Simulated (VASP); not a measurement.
# Hg (Fm-3m) in VASP: notebook

Runs on Hg. Level: BLYP. Tasks: single point, relaxation of cell and atoms.

All numbers are computed with VASP 6.6.1; they aren't measurements. Logs are shortened: lines on timing, memory, paths and dates and some standing lists are left out, and cuts for length are marked.

## (1) The cell of the first run

It takes space group Fm-3m (No. 225, cubic). The conventional cell has a = 8.506 Å, b = 8.506 Å, c = 8.506 Å, α = 90.00°, β = 90.00°, γ = 90.00°.

## (2) Single point, BLYP (153.87 Å³/atom)

Contents of INCAR:

```
SYSTEM = Hg
AGGAC = 1.0 ; AGGAX = 1.0
ALDAC = 0.0 ; ALDAX = 1.0
ALGO = Normal ; EDIFF = 1E-6
ENCUT = 520 ; GGA = B5
ISIF = 2 ; ISMEAR = -1
LASPH = .True. ; LCHARG = .False.
LREAL = .False. ; LWAVE = .False.
NBANDS = 12 ; NELM = 60
PREC = Accurate ; SIGMA = 0.1
```

Contents of KPOINTS:

```
k-points
0
Gamma
  7 7 7
  0 0 0
```

Contents of POSCAR:

```
Hg
1.0
    0.0000000000      4.2530839925      4.2530839925
    4.2530839925      0.0000000000      4.2530839925
    4.2530839925      4.2530839925      0.0000000000
Hg
1
Direct
    0.0000000000      0.0000000000      0.0000000000
```

Potentials or basis: VASP PAW PBE potentials, release 64 (Hg).

Launch:

```bash
cat potpaw_PBE.64/Hg/POTCAR > POTCAR
mpirun -np 1 vasp_std > vasp.out
```

OUTCAR:

```text
SYSTEM = Hg
   EDIFF = 1E-6
   ENCUT = 520
   GGA = B5
   ISIF = 2
   ISMEAR = -1
   LASPH = .True.
   LREAL = .False.
   NELM = 60
   PREC = Accurate

 ion  position               nearest neighbor table
   1  0.000  0.000  0.000-

  LATTYP: Found a face centered cubic cell.
 ALAT       =     8.5061679850

  Lattice vectors:

 A1 = (   0.0000000000,   4.2530839925,   4.2530839925)
 A2 = (   4.2530839925,   0.0000000000,   4.2530839925)
 A3 = (   4.2530839925,   4.2530839925,   0.0000000000)

Analysis of symmetry for initial positions (statically):
=====================================================================
 Subroutine PRICEL returns:
 Original cell was already a primitive cell.

 Routine SETGRP: Setting up the symmetry group for a
 face centered cubic supercell.

 Subroutine GETGRP returns: Found 48 space group operations
 (whereof 48 operations were pure point group operations)
 out of a pool of 48 trial point group operations.

The static configuration has the point symmetry O_h .

Analysis of symmetry for dynamics (positions and initial velocities):
=====================================================================
 Subroutine PRICEL returns:
 Original cell was already a primitive cell.

 Routine SETGRP: Setting up the symmetry group for a
 face centered cubic supercell.

 Subroutine GETGRP returns: Found 48 space group operations
 (whereof 48 operations were pure point group operations)
 out of a pool of 48 trial point group operations.

The dynamic configuration has the point symmetry O_h .

 Subroutine INISYM returns: Found 48 space group operations
 (whereof 48 operations are pure point group operations),
 and found     1 'primitive' translations

----------------------------------------------------------------------------------------

                                     Primitive cell

  volume of cell :     153.8657

  direct lattice vectors                    reciprocal lattice vectors
     0.000000000  4.253083992  4.253083992    -0.117561751  0.117561751  0.117561751
     4.253083992  0.000000000  4.253083992     0.117561751 -0.117561751  0.117561751
     4.253083992  4.253083992  0.000000000     0.117561751  0.117561751 -0.117561751

  length of vectors
     6.014769064  6.014769064  6.014769064     0.203622925  0.203622925  0.203622925

  position of ions in fractional coordinates (direct lattice)
     0.000000000  0.000000000  0.000000000

  ion indices of the primitive-cell ions
   primitive index   ion index
                 1           1

----------------------------------------------------------------------------------------

 KPOINTS: k-points

Automatic generation of k-mesh.
 Grid dimensions read from file:
 generate k-points for:    7    7    7

 Generating k-lattice:

  Cartesian coordinates                     Fractional coordinates (reciprocal lattice)
    -0.016794536  0.016794536  0.016794536     0.142857143  0.000000000  0.000000000
     0.016794536 -0.016794536  0.016794536     0.000000000  0.142857143  0.000000000
     0.016794536  0.016794536 -0.016794536     0.000000000  0.000000000  0.142857143

  Length of vectors
     0.029088989  0.029088989  0.029088989

  Shift w.r.t. Gamma in fractional coordinates (k-lattice)
     0.000000000  0.000000000  0.000000000

 Subroutine IBZKPT returns following result:
 ===========================================

 Found     20 irreducible k-points:

 Following reciprocal coordinates:
            Coordinates               Weight
  0.000000  0.000000  0.000000      1.000000
  0.142857  0.000000  0.000000      8.000000
  0.285714  0.000000  0.000000      8.000000
  0.428571  0.000000  0.000000      8.000000
  0.142857  0.142857  0.000000      6.000000
  0.285714  0.142857  0.000000     24.000000
[... 12 lines left out ...]
 -0.428571  0.428571  0.142857     24.000000
 -0.285714  0.428571  0.142857     24.000000
   k-points           NKPTS =     20   k-points in BZ     NKDIM =     20   number of bands    NBANDS=     12
   number of dos      NEDOS =    301   number of ions     NIONS =      1
   total plane-waves  NPLWV = 110592
   dimension x,y,z NGX =    48 NGY =   48 NGZ =   48
   dimension x,y,z NGXF=    96 NGYF=   96 NGZF=   96
   ions per type =               1
   NGX,Y,Z   is equivalent  to a cutoff of  13.27, 13.27, 13.27 a.u.
   NGXF,Y,Z  is equivalent  to a cutoff of  26.53, 26.53, 26.53 a.u.
 SYSTEM =  Hg
   PREC   = accura    normal or accurate (medium, high low for compatibility)
   ISTART =      0    job   : 0-new  1-cont  2-samecut
   ICHARG =      2    charge: 1-file 2-atom 10-const
   ISPIN  =      1    spin polarized calculation?
   LNONCOLLINEAR =      F non collinear calculations
   LSORBIT =      F    spin-orbit coupling
   LASPH  =      T    aspherical Exc in radial PAW
   ENCUT  =  520.0 eV  38.22 Ry    6.18 a.u.  11.18 11.18 11.18*2*pi/ulx,y,z
   NELM   =     60;   NELMIN=  2; NELMDL= -5     # of ELM steps
   EDIFF  = 0.1E-05   stopping-criterion for ELM
   LREAL  =      F    real-space projection
   EDIFFG = 0.1E-04   stopping-criterion for IOM
   NSW    =      0    number of steps for IOM
   IBRION =     -1    ionic relax: 0-MD 1-quasi-New 2-CG
   NFREE  =      0    steps in history (QN), initial steepest desc. (CG)
   ISIF   =      2    stress and relaxation
   ISYM   =      2    0-nonsym 1-usesym 2-fastsym
   POTIM  = 0.5000    time-step for ionic-motion
   TEBEG  =    0.0;   TEEND  =   0.0 temperature during run
   PSTRESS=    0.0 pullay stress
   NELECT =      12.0000    total number of electrons
   NUPDOWN=      -1.0000    fix difference up-down
   EMIN   =  10.00;   EMAX   =-10.00  energy-range for DOS
   EFERMI =   0.00;   METHOD = LEGACY
   ISMEAR =    -1;   SIGMA  =   0.10  broadening in eV -4-tet -1-fermi 0-gaus
   EFERMI_NEDOS =   21; number of points for ismear=-14 and -15
   IALGO  =     38    algorithm
   IMIX   =      4    mixing-type and parameters
     AMIX     =   0.40;   BMIX     =  1.00
     AMIX_MAG =   1.60;   BMIX_MAG =  1.00
  volume/ion in A,a.u.               =     153.87      1038.34
  Fermi-wavevector in a.u.,A,eV,Ry     =   0.699447  1.321763  6.656319  0.489226
  Thomas-Fermi vector in A             =   1.783328
   LORBIT       =      0    0 simple, 1 ext, 2 COOP (PROOUT), +10 PAW based schemes
   GGA     = B5    functional components
   LHFCALC =     F    Hartree Fock is set to
   AEXX    =    0.0000 exact exchange contribution
   IVDW    =     0    specifies the selected vdW correction
   LEPSILON=     F    determine dielectric tensor
   LRPA    =     F    only Hartree local field effects (RPA)
 non-spin polarized calculation
  energy-cutoff  :      520.00
  volume of cell :      153.87
 maximum number of plane-waves:      4167
 NGX is ok and might be reduce to    48
   NGX = 23   NGY = 23   NGZ = 23

 number of electron      11.9999998 magnetization

 Free energy of the ion-electron system (eV)
  ---------------------------------------------------
  ext. energy  EPLUGINS =         0.00000000
  ---------------------------------------------------
  free energy    TOTEN  =        -0.01918070 eV

  energy without entropy =       -0.01918070  energy(sigma->0) =       -0.01918070

 E-fermi :  -3.2723     XC(G=0):  -3.3728

 val. band max:       -5.6153509966   @ k =  -0.4286   0.4286   0.0000
 cond. band min:      -0.7762561539   @ k =   0.4286   0.0000   0.0000
 fundamental gap:      4.8390948427
 Fermi energy:        -3.2722546060

 k-point     1 :       0.0000    0.0000    0.0000
  band No.  band energies     occupation
      1      -8.6464      2.00000
      2      -8.6464      2.00000
      3      -8.6464      2.00000
      4      -8.6427      2.00000
      5      -8.6427      2.00000
      6      -5.9225      2.00000
      7       1.2170      0.00000
      8       1.2170      0.00000
      9       1.2170      0.00000
     10       1.7041      0.00000
     11       4.8290      0.00000
     12       4.8290      0.00000

 k-point     2 :       0.1429    0.0000    0.0000
  band No.  band energies     occupation
      1      -8.6461      2.00000
      2      -8.6457      2.00000
      3      -8.6457      2.00000
      4      -8.6425      2.00000
      5      -8.6425      2.00000
      6      -5.8824      2.00000
      7       0.4562      0.00000
      8       1.1629      0.00000
      9       1.1629      0.00000
     10       2.3969      0.00000
     11       4.4900      0.00000
     12       4.9538      0.00000

 k-point     3 :       0.2857    0.0000    0.0000
  band No.  band energies     occupation
      1      -8.6456      2.00000
      2      -8.6454      2.00000
      3      -8.6454      2.00000
      4      -8.6407      2.00000
      5      -8.6407      2.00000
      6      -5.7865      2.00000
      7      -0.3257      0.00000
      8       1.0533      0.00000
      9       1.0533      0.00000
     10       2.7500      0.00000
     11       4.7952      0.00000
     12       4.7968      0.00000
[... 226 lines left out ...]
 k-point    19 :      -0.4286    0.4286    0.1429
  band No.  band energies     occupation
      1      -8.6475      2.00000
      2      -8.6457      2.00000
      3      -8.6408      2.00000
      4      -8.6391      2.00000
      5      -8.6377      2.00000
      6      -5.6275      2.00000
      7      -0.4930      0.00000
      8       0.1775      0.00000
      9       0.3757      0.00000
     10       3.0120      0.00000
     11       3.8063      0.00000
     12       5.0253      0.00000

 k-point    20 :      -0.2857    0.4286    0.1429
  band No.  band energies     occupation
      1      -8.6461      2.00000
      2      -8.6436      2.00000
      3      -8.6422      2.00000
      4      -8.6408      2.00000
      5      -8.6377      2.00000
      6      -5.6195      2.00000
      7      -0.2861      0.00000
      8      -0.2299      0.00000
      9       0.4085      0.00000
     10       3.3592      0.00000
     11       4.3667      0.00000
     12       4.9354      0.00000

------------------------ aborting loop because EDIFF is reached ----------------------------------------

  FORCE on cell =-STRESS in cart. coord.  units (eV):
  Direction    XX          YY          ZZ          XY          YZ          ZX
  --------------------------------------------------------------------------------------
  -------------------------------------------------------------------------------------
  Total        0.0196798      0.0196798      0.0196798      0.0000000     -0.0000000      0.0000000
  in kB        0.2049221      0.2049221      0.2049221      0.0000000     -0.0000000      0.0000000
  external PRESSURE =       0.2049221 kB  Pullay stress =       0.0000000 kB

 VOLUME and BASIS-vectors are now :
 -----------------------------------------------------------------------------
  energy-cutoff  :      520.00
  volume of cell :      153.87
      direct lattice vectors                 reciprocal lattice vectors
     0.000000000  4.253083992  4.253083992    -0.117561751  0.117561751  0.117561751
     4.253083992  0.000000000  4.253083992     0.117561751 -0.117561751  0.117561751
     4.253083992  4.253083992  0.000000000     0.117561751  0.117561751 -0.117561751

 POSITION                                       TOTAL-FORCE (eV/Angst)
 -----------------------------------------------------------------------------------
      0.00000      0.00000      0.00000        -0.000000     -0.000000     -0.000000
 -----------------------------------------------------------------------------------
    total drift:                                0.000000      0.000000      0.000000

  FREE ENERGIE OF THE ION-ELECTRON SYSTEM (eV)
  ---------------------------------------------------
  free  energy   TOTEN  =        -0.0191806972 eV

  energy  without entropy=       -0.0191806970  energy(sigma->0) =       -0.01918070
```

Run time: 78 s. Hardware: 1 thread of Intel Xeon 8259CL, shared host; peak memory 0.3 GiB.

Results:

```yaml
Free_energy: -0.0192 eV
Pressure: 0.0 GPa
Band_gap_on_the_k_mesh: 4.84 eV (least direct gap 4.93 eV)
```

Caveat: the atoms stand far beyond bonding distance; the PAW data sets were made with another functional, which shifts forces and pressure a little; spin-orbit coupling is left out, which moves the levels of the heavy elements; an odd mesh through Γ misses points on the zone boundary, where band edges can lie.

## (3) Relaxation of cell and atoms, BLYP

This run uses another cell than the first one, of 23.07 Å³/atom.

Contents of INCAR:

```
AGGAC = 1.0
AGGAX = 1.0
ALDAC = 0.0
ALDAX = 1.0
ALGO = Normal
EDIFF = 1E-6
EDIFFG = -0.01
ENCUT = 600
GGA = B5
IBRION = 2
ISIF = 3
ISMEAR = -1
LASPH = T
LCHARG = F
LREAL = F
LWAVE = F
NELM = 100
NSW = 80
PREC = Accurate
SIGMA = 0.1
```

Contents of KPOINTS:

```
k-points
0
Gamma
  12 12 12
```

Contents of POSCAR:

```
Hg
1.0
    0.0000000000      2.2595506664      2.2595506664
    2.2595506664      0.0000000000      2.2595506664
    2.2595506664      2.2595506664      0.0000000000
Hg
1
Direct
    0.0000000000      0.0000000000      0.0000000000
```

Potentials or basis: VASP PAW PBE potentials, release 64 (Hg).

Launch:

```bash
cat potpaw_PBE.64/Hg/POTCAR > POTCAR
mpirun -np 1 vasp_std > vasp.out
```

Run time: 2.9 min. Hardware: 1 thread of Intel Xeon 8259CL, shared host; peak memory 0.18 GiB.

Results (log left out):

- Free energy: 0.0436 eV
- Relaxed volume: 49.74 Å³/atom
- Relaxed cell: a = 4.128 Å, b = 4.128 Å, c = 4.128 Å, α = 60.00°, β = 60.00°, γ = 60.00°
- Space group after relaxing (to 0.1 Å): Fm-3m (No. 225)
- Energy gained by relaxing: 455.9 meV/atom
- Ionic steps: 6
- Pressure after relaxing: 0.0 GPa
- Band gap on the k mesh: 2.43 eV (least direct gap 3.10 eV)

Step by step:
```
step  energy change (eV)  largest force (eV/Å)  pressure (GPa)  volume (Å³)
   1              0.0000                0.0000           12.95        23.07
   2             -0.3038                0.0000            4.05        29.88
   3             -0.3960                0.0000            1.80        35.20
   4             -0.4554                0.0000            0.10        47.68
   5             -0.4559                0.0000            0.04        48.80
   6             -0.4559                0.0000           -0.01        49.74
```

Final structure:
```xyz
1
Lattice="0.0000 2.9190 2.9190 2.9190 0.0000 2.9190 2.9190 2.9190 0.0000" Properties=species:S:1:pos:R:3 pbc="T T T"
Hg    0.0000    0.0000    0.0000
```

Levels at points of the mesh, in eV from the valence-band top:
```
           k point  band 4  band 5  band 6  band 7  band 8  band 9
(0.00, 0.00, 0.00)   -3.98   -3.98   -3.21   10.17   10.17   10.17
(0.50, 0.00, 0.00)   -3.87   -3.87   -0.84    2.43    9.00    9.00
(0.50, 0.50, 0.00)   -3.84   -3.84   -0.03    3.07    6.69    6.69
```

Caveat: the volume moved by over 15 % at a fixed basis, so the end points are rough; the PAW data sets were made with another functional, which shifts forces and pressure a little; spin-orbit coupling is left out, which moves the levels of the heavy elements.

## (4) Single point, BLYP

Contents of INCAR:

```
SYSTEM = Hg
  PREC = Accurate
  ENCUT = 520
  EDIFF = 1E-6
  ISMEAR = -1
  SIGMA = 0.1
  LREAL = .FALSE.
  LASPH = .TRUE.
  NELM = 100
  ALGO = Normal
  ISIF = 2
  LWAVE = .FALSE.
  LCHARG = .TRUE.
  GGA = B5
  ALDAX = 1.0
  AGGAX = 1.0
  AGGAC = 1.0
  ALDAC = 0.0
  LELF = .TRUE.
  LVHAR = .TRUE.
  NBANDS = 12
```

Contents of KPOINTS:

```
regular mesh
0
G
  11 11 11
  0 0 0
```

Contents of POSCAR:

```
Hg
1.0
    0.0000000000      4.2530839925      4.2530839925
    4.2530839925      0.0000000000      4.2530839925
    4.2530839925      4.2530839925      0.0000000000
Hg
1
Direct
    0.0000000000      0.0000000000      0.0000000000
```

Launch:

```bash
cat potpaw_PBE.64/Hg/POTCAR > POTCAR
mpirun -np 1 vasp_std > vasp.out
```

Run time: 3.3 min. Hardware: 1 thread of Intel Xeon 8259CL, shared host; peak memory 0.36 GiB.

The run converged. Its results:

```
Free energy            : -0.0192 eV
Pressure               : 0.0 GPa
Band gap on the k mesh : 4.81 eV (least direct gap 4.89 eV)
```

Levels at points of the mesh, in eV from the valence-band top:
| k point | band 4 | band 5 | band 6 | band 7 | band 8 | band 9 |
| --- | --- | --- | --- | --- | --- | --- |
| (0.00, 0.00, 0.00) | -3.03 | -3.03 | -0.31 | 6.83 | 6.83 | 6.83 |

Caveat: the atoms stand far beyond bonding distance; the PAW data sets were made with another functional, which shifts forces and pressure a little; spin-orbit coupling is left out, which moves the levels of the heavy elements; an odd mesh through Γ misses points on the zone boundary, where band edges can lie.

(Part 1 of 2 ends here.)
